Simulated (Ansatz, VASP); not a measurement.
**One calculation of Hf4Br, two programs**

```
CELL_PARAMETERS angstrom
-3.11343 3.11343 3.11343
3.11343 -3.11343 3.11343
3.11343 3.11343 -3.11343
ATOMIC_POSITIONS crystal
Hf 0.00000 0.00000 0.50002
Hf 0.50002 0.00000 0.00000
Hf 0.00000 0.50002 0.00000
Hf 0.49998 0.49998 0.49998
Br 0.00000 0.00000 0.00000
```

Change from the starting cell: species swapped into the H4C type (I-43m, No. 217).

Alike in both runs: functional PBE; k mesh 4 × 4 × 4; occupations gaussian, width 0.1 eV; no spin polarisation.

Ansatz relaxed the structure, and its values are those at the end. VASP's run is a single point on that final structure, the one shown.

```csv
,VASP,Ansatz
version,VASP 6.6.1,Ansatz 0.2.0
potentials or method,"VASP PAW PBE potentials, release 64 (Hf_pv, Br), cutoff 520 eV","scalar-relativistic, plane waves, PAW"
valence electrons in the cell,47,111
```

Ansatz gave:

| Quantity | Value |
| --- | --- |
| gap on the k mesh at the Fermi level (eV) | none |
| pressure (GPa) | -0.1 |

Q: Which values does VASP return?

A: gap on the k mesh at the Fermi level (eV): none; pressure (GPa): -0.4.

A gap of «none» marks a metal or a gap that the smearing closes. The functional is the same, so the differences come from potentials, cutoffs and numerics. VASP's potentials hold 47 valence electrons a cell and Ansatz's 111, so a difference there can come from the potentials and not from the codes.

Spin-orbit coupling is off throughout.
